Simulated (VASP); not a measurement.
# B (P1) in VASP: relaxation of cell and atoms with PBE

Aim: the relaxation of cell and atoms of B with PBE.

Program: VASP 6.6.1. These are calculated values, not measurements. Logs are shortened: lines on timing, memory, paths and dates and some standing lists are left out, and cuts for length are marked.

## 1. The cell of the first run

The typed cell holds 8 atoms: a = 3.884 Å, b = 3.834 Å, c = 3.767 Å, α = 89.08°, β = 89.83°, γ = 88.86°.

## 2. Relaxation of cell and atoms, PBE

INCAR

```
  ALGO = Normal
  EDIFF = 1E-6
  EDIFFG = -0.025
  ENCUT = 600
  GGA = PE
  IBRION = 2
  ISIF = 3
  ISMEAR = 0
  LASPH = T
  LCHARG = F
  LREAL = F
  LWAVE = F
  NELM = 80
  NSW = 80
  PREC = Accurate
  SIGMA = 0.2
```

KPOINTS

```
k-points
0
Gamma
  6 6 6
```

POSCAR

```
B
1.0
    3.8833764339      0.0382390444      0.0056838027
    0.0382390444      3.8341050125      0.0304007184
    0.0056838027      0.0304007184      3.7670087112
B
8
Direct
    0.2967891197      0.2408431086      0.2435189772
    0.2343269730      0.2408194566      0.7547687382
    0.2419410270      0.7185834921      0.2342248801
    0.2694420810      0.8020218154      0.7630762429
    0.7751025246      0.2065306683      0.2734555912
    0.7286395880      0.2323517360      0.6860621833
    0.6940975879      0.8163605477      0.3149678110
    0.7596610987      0.7424891754      0.7299255761
```

Potentials or basis: VASP PAW PBE potentials, release 64 (B).

Command:

```bash
$ cat potpaw_PBE.64/B/POTCAR > POTCAR
$ mpirun -np 1 vasp_std > vasp.out
```

OUTCAR:

```text
EDIFF = 1E-6
   EDIFFG = -0.025
   ENCUT = 600
   GGA = PE
   IBRION = 2
   ISIF = 3
   ISMEAR = 0
   LASPH = T
   LREAL = F
   NELM = 80
   NSW = 80
   PREC = Accurate

 ion  position               nearest neighbor table
   1  0.297  0.241  0.244-   3 1.84   2 1.86   5 1.86   2 1.94   3 2.02   5 2.04
   2  0.234  0.241  0.755-   4 1.69   1 1.86   6 1.94   1 1.94   6 1.98   4 2.16
   3  0.242  0.719  0.234-   4 1.80   7 1.83   1 1.84   1 2.02   4 2.03
   4  0.269  0.802  0.763-   2 1.69   3 1.80   8 1.92   8 2.00   3 2.03   2 2.16
   5  0.775  0.207  0.273-   7 1.54   6 1.57   1 1.86   1 2.04
   6  0.729  0.232  0.686-   5 1.57   8 1.88   2 1.94   8 1.97   2 1.98   7 2.14
   7  0.694  0.816  0.315-   5 1.54   8 1.60   3 1.83   6 2.14
   8  0.760  0.742  0.730-   7 1.60   6 1.88   4 1.92   6 1.97   4 2.00

  LATTYP: Found a triclinic cell.
 ALAT       =     3.8344162105
 B/A-ratio  =     1.0128188080
 C/A-ratio  =     0.9824535108
 COS(alpha) =     0.0030516736
 COS(beta)  =     0.0160124892
 COS(gamma) =     0.0198292631

  Lattice vectors:

 A1 = (  -0.0382390444,  -3.8341050125,  -0.0304007184)
 A2 = (  -3.8833764339,  -0.0382390444,  -0.0056838027)
 A3 = (  -0.0056838027,  -0.0304007184,  -3.7670087112)

Analysis of symmetry for initial positions (statically):
=====================================================================
 Subroutine PRICEL returns:
 Original cell was already a primitive cell.

 Routine SETGRP: Setting up the symmetry group for a
 triclinic supercell.

 Subroutine GETGRP returns: Found  1 space group operations
 (whereof  1 operations were pure point group operations)
 out of a pool of  2 trial point group operations.

The static configuration has the point symmetry C_1 .

Analysis of symmetry for dynamics (positions and initial velocities):
=====================================================================
 Subroutine PRICEL returns:
 Original cell was already a primitive cell.

 Routine SETGRP: Setting up the symmetry group for a
 triclinic supercell.

 Subroutine GETGRP returns: Found  1 space group operations
 (whereof  1 operations were pure point group operations)
 out of a pool of  2 trial point group operations.

The dynamic configuration has the point symmetry C_1 .

 Subroutine INISYM returns: Found  1 space group operations
 (whereof  1 operations are pure point group operations),
 and found     1 'primitive' translations

----------------------------------------------------------------------------------------

                                     Primitive cell

  volume of cell :      56.0788

  direct lattice vectors                    reciprocal lattice vectors
     3.883376434  0.038239044  0.005683803     0.257533673 -0.002565568 -0.000367872
     0.038239044  3.834105012  0.030400718    -0.002565568  0.260859310 -0.002101330
     0.005683803  0.030400718  3.767008711    -0.000367872 -0.002101330  0.265480133

  length of vectors
     3.883568856  3.834416210  3.767135668     0.257546714  0.260880389  0.265488704

  position of ions in fractional coordinates (direct lattice)
     0.296789120  0.240843109  0.243518977
     0.234326973  0.240819457  0.754768738
     0.241941027  0.718583492  0.234224880
     0.269442081  0.802021815  0.763076243
     0.775102525  0.206530668  0.273455591
     0.728639588  0.232351736  0.686062183
     0.694097588  0.816360548  0.314967811
     0.759661099  0.742489175  0.729925576

  ion indices of the primitive-cell ions
   primitive index   ion index
                 1           1
                 2           2
                 3           3
                 4           4
                 5           5
                 6           6
                 7           7
                 8           8

----------------------------------------------------------------------------------------

 KPOINTS: k-points

Automatic generation of k-mesh.
 Grid dimensions read from file:
 generate k-points for:    6    6    6

 Generating k-lattice:

  Cartesian coordinates                     Fractional coordinates (reciprocal lattice)
     0.042922279 -0.000427595 -0.000061312     0.166666667 -0.000000000  0.000000000
    -0.000427595  0.043476552 -0.000350222     0.000000000  0.166666667  0.000000000
    -0.000061312 -0.000350222  0.044246689     0.000000000  0.000000000  0.166666667

  Length of vectors
     0.042924452  0.043480065  0.044248117

  Shift w.r.t. Gamma in fractional coordinates (k-lattice)
     0.000000000  0.000000000  0.000000000

 Subroutine IBZKPT returns following result:
 ===========================================

 Found    112 irreducible k-points:

 Following reciprocal coordinates:
            Coordinates               Weight
  0.000000  0.000000  0.000000      1.000000
  0.166667  0.000000 -0.000000      2.000000
  0.333333  0.000000 -0.000000      2.000000
  0.500000  0.000000 -0.000000      1.000000
  0.000000  0.166667 -0.000000      2.000000
  0.166667  0.166667 -0.000000      2.000000
[... 16 lines left out ...]
  0.333333  0.000000  0.166667      2.000000
  0.500000  0.000000  0.166667      2.000000
 [... further k-points ...]
   k-points           NKPTS =    112   k-points in BZ     NKDIM =    112   number of bands    NBANDS=     17
   number of dos      NEDOS =    301   number of ions     NIONS =      8
   total plane-waves  NPLWV =  30720
   dimension x,y,z NGX =    32 NGY =   32 NGZ =   30
   dimension x,y,z NGXF=    64 NGYF=   64 NGZF=   60
   ions per type =               8
   NGX,Y,Z   is equivalent  to a cutoff of  13.70, 13.87, 13.24 a.u.
   NGXF,Y,Z  is equivalent  to a cutoff of  27.40, 27.75, 26.48 a.u.
 SYSTEM =  unknown system
   PREC   = accura    normal or accurate (medium, high low for compatibility)
   ISTART =      0    job   : 0-new  1-cont  2-samecut
   ICHARG =      2    charge: 1-file 2-atom 10-const
   ISPIN  =      1    spin polarized calculation?
   LNONCOLLINEAR =      F non collinear calculations
   LSORBIT =      F    spin-orbit coupling
   LASPH  =      T    aspherical Exc in radial PAW
   ENCUT  =  600.0 eV  44.10 Ry    6.64 a.u.   7.76  7.66  7.52*2*pi/ulx,y,z
   NELM   =     80;   NELMIN=  2; NELMDL= -5     # of ELM steps
   EDIFF  = 0.1E-05   stopping-criterion for ELM
   LREAL  =      F    real-space projection
   EDIFFG = -.3E-01   stopping-criterion for IOM
   NSW    =     80    number of steps for IOM
   IBRION =      2    ionic relax: 0-MD 1-quasi-New 2-CG
   NFREE  =      1    steps in history (QN), initial steepest desc. (CG)
   ISIF   =      3    stress and relaxation
   ISYM   =      2    0-nonsym 1-usesym 2-fastsym
   POTIM  = 0.5000    time-step for ionic-motion
   TEBEG  =    0.0;   TEEND  =   0.0 temperature during run
   PSTRESS=    0.0 pullay stress
   NELECT =      24.0000    total number of electrons
   NUPDOWN=      -1.0000    fix difference up-down
   EMIN   =  10.00;   EMAX   =-10.00  energy-range for DOS
   EFERMI =   0.00;   METHOD = LEGACY
   ISMEAR =     0;   SIGMA  =   0.20  broadening in eV -4-tet -1-fermi 0-gaus
   EFERMI_NEDOS =   21; number of points for ismear=-14 and -15
   IALGO  =     38    algorithm
   IMIX   =      4    mixing-type and parameters
     AMIX     =   0.40;   BMIX     =  1.00
     AMIX_MAG =   1.60;   BMIX_MAG =  1.00
  volume/ion in A,a.u.               =       7.01        47.30
  Fermi-wavevector in a.u.,A,eV,Ry     =   1.233708  2.331370 20.708542  1.522035
  Thomas-Fermi vector in A             =   2.368427
   LORBIT       =      0    0 simple, 1 ext, 2 COOP (PROOUT), +10 PAW based schemes
   GGA     = PE    functional components
   LHFCALC =     F    Hartree Fock is set to
   AEXX    =    0.0000 exact exchange contribution
   IVDW    =     0    specifies the selected vdW correction
   LEPSILON=     F    determine dielectric tensor
   LRPA    =     F    only Hartree local field effects (RPA)
 conjugate gradient relaxation of ions
 non-spin polarized calculation
 Gauss-broadening in eV      SIGMA  =   0.20
  energy-cutoff  :      600.00
  volume of cell :       56.08
 maximum number of plane-waves:      1884
   NGX = 15   NGY = 15   NGZ = 15

--------------------------------------- Ionic step        1  -------------------------------------------

 number of electron      24.0000000 magnetization

 Free energy of the ion-electron system (eV)
  ---------------------------------------------------
  ext. energy  EPLUGINS =         0.00000000
  ---------------------------------------------------
  free energy    TOTEN  =       -43.05981601 eV

  energy without entropy =      -43.01370613  energy(sigma->0) =      -43.03676107

------------------------ aborting loop because EDIFF is reached ----------------------------------------

  FORCE on cell =-STRESS in cart. coord.  units (eV):
  Direction    XX          YY          ZZ          XY          YZ          ZX
  --------------------------------------------------------------------------------------
  -------------------------------------------------------------------------------------
  Total       -5.9548660      6.1472784      5.8649988      1.0265083     -2.2699641      0.2144073
  in kB     -170.1311190    175.6283603    167.5636042     29.3274458    -64.8531028      6.1256395
  external PRESSURE =      57.6869485 kB  Pullay stress =       0.0000000 kB
[... 107 lines left out ...]
  FREE ENERGIE OF THE ION-ELECTRON SYSTEM (eV)
  ---------------------------------------------------
  free  energy   TOTEN  =       -44.3552023029 eV

  energy  without entropy=      -44.3086061090  energy(sigma->0) =      -44.33190421

[... ionic steps 4 to 60 ...]

--------------------------------------- Ionic step       61  -------------------------------------------

 number of electron      24.0000001 magnetization

------------------------ aborting loop because EDIFF is reached ----------------------------------------
[... 79 lines left out ...]
--------------------------------------- Ionic step       63  -------------------------------------------

 number of electron      24.0000001 magnetization

 Free energy of the ion-electron system (eV)
  ---------------------------------------------------
  ext. energy  EPLUGINS =         0.00000000
  ---------------------------------------------------
  free energy    TOTEN  =       -51.80010355 eV

  energy without entropy =      -51.77710004  energy(sigma->0) =      -51.78860180

 E-fermi :   6.1232     XC(G=0): -11.4852

 val. band max:        6.1071496452   @ k =   0.1667   0.1667   0.5000
 cond. band min:       6.1344374821   @ k =   0.0000  -0.1667   0.3333
 fundamental gap:      0.0272878370
 Fermi energy:         6.1231908476

 k-point     1 :       0.0000    0.0000    0.0000
  band No.  band energies     occupation
      1      -9.7453      2.00000
      2      -6.1058      2.00000
      3      -5.7370      2.00000
      4      -0.0847      2.00000
      5       0.2120      2.00000
      6       0.4579      2.00000
[... 457 lines left out ...]
      4      -4.1423      2.00000
      5      -2.2034      2.00000
      6      -1.1980      2.00000
[... 9 lines left out ...]
     16      10.9137      0.00000
     17      11.6235      0.00000

 [... further k-points ...]

------------------------ aborting loop because EDIFF is reached ----------------------------------------

  FORCE on cell =-STRESS in cart. coord.  units (eV):
  Direction    XX          YY          ZZ          XY          YZ          ZX
  --------------------------------------------------------------------------------------
  -------------------------------------------------------------------------------------
  Total       -0.0213866      0.0185611      0.0159562      0.0143890      0.0152499     -0.0196389
  in kB       -0.5761680      0.5000472      0.4298714      0.3876499      0.4108408     -0.5290837
  external PRESSURE =       0.1179169 kB  Pullay stress =       0.0000000 kB
[... 23 lines left out ...]
  FREE ENERGIE OF THE ION-ELECTRON SYSTEM (eV)
  ---------------------------------------------------
  free  energy   TOTEN  =       -51.8001035503 eV

  energy  without entropy=      -51.7771000412  energy(sigma->0) =      -51.78860180

 reached required accuracy - stopping structural energy minimisation
```

Wall time 23 min (1 thread of Intel Xeon 6975P-C (Granite Rapids), shared host); peak memory 0.25 GiB.

Results:

```
Free energy                           : -51.8001 eV
Relaxed volume                        : 7.43 Å³/atom
Relaxed cell                          : a = 3.165 Å, b = 3.589 Å, c = 5.420 Å, α = 77.08°, β = 85.46°, γ = 82.89°
Space group after relaxing (to 0.1 Å) : C2/m (No. 12)
Energy gained by relaxing             : 1092.5 meV/atom
Ionic steps                           : 63
Pressure after relaxing               : 0.0 GPa
Largest force after relaxing          : 0.019 eV/Å
Band gap on the k mesh                : zero (bands 12 and 13 overlap by 3.41 eV)
```

Forces in eV/Å, atoms in the order of the input:
```
B    0.002  0.002  0.004
B   -0.016 -0.007  0.001
B   -0.005  0.007 -0.001
B    0.009 -0.010  0.004
B   -0.006 -0.010 -0.012
B    0.019  0.004  0.004
B    0.011  0.007  0.002
B   -0.012  0.006 -0.002
```

The path:
```
step  energy change (eV)  largest force (eV/Å)  pressure (GPa)  volume (Å³)
   1              0.0000                5.3086            5.77        56.08
   3             -1.2954                1.1963          -15.08        57.65
   5             -1.7089                1.0813            3.86        52.19
   7             -1.8210                0.9379            2.33        52.04
   9             -2.1035                0.7656          -15.30        54.75
  11             -2.1818                0.8469          -16.18        54.84
  13             -2.4573                1.2576          -17.89        55.15
  15             -2.5036                1.3889          -17.12        55.25
  17             -3.0485                2.5172            3.72        53.12
  19             -3.3559                1.9138            1.20        53.35
  21             -3.9622                6.3575           40.92        51.57
  23             -4.4459                3.8026           26.65        52.12
  25             -5.0555                4.1026           28.65        53.49
  27             -5.1843                4.1980           30.94        54.44
  29             -6.3966                2.1940            0.74        60.81
  31             -6.5498                1.5394           -0.84        60.97
  33             -6.8278                1.1616           -4.39        61.72
  35             -7.1557                4.0735           10.57        58.93
  37             -7.4555                2.2463            3.57        60.01
  39             -7.6611                2.3449            8.41        59.11
  41             -7.9713                1.7803            3.72        59.98
  43             -8.1998                0.9252           -1.98        61.52
  45             -8.3439                0.8693            0.19        61.15
  47             -8.4971                0.6844            0.38        60.88
  49             -8.5875                0.5252           -1.35        60.86
  51             -8.7012                0.2727           -0.47        59.81
  53             -8.7252                0.2254            0.47        59.37
  55             -8.7345                0.1506           -0.14        59.48
  57             -8.7384                0.1133           -0.29        59.48
  59             -8.7395                0.0611            0.28        59.37
  61             -8.7401                0.0317            0.07        59.43
  63             -8.7403                0.0194            0.01        59.47
```

Final structure:
```
B
1.0
     3.15130    0.20754    0.21402
     0.17656    3.54445    0.53411
     0.03652    0.41061    5.40466
B
8
Cartesian
  1.2721 0.6344 0.8661
  0.4292 1.6527 4.9128
  0.4986 3.2181 2.4767
  1.3778 2.6129 3.8356
  2.8009 1.3581 1.3599
  2.0513 1.1367 4.6332
  2.1210 2.7025 2.1985
  2.9066 3.3350 4.3283
```

Caveat: a cell axis changed by over 15 % at a fixed basis, so the end point is rough.
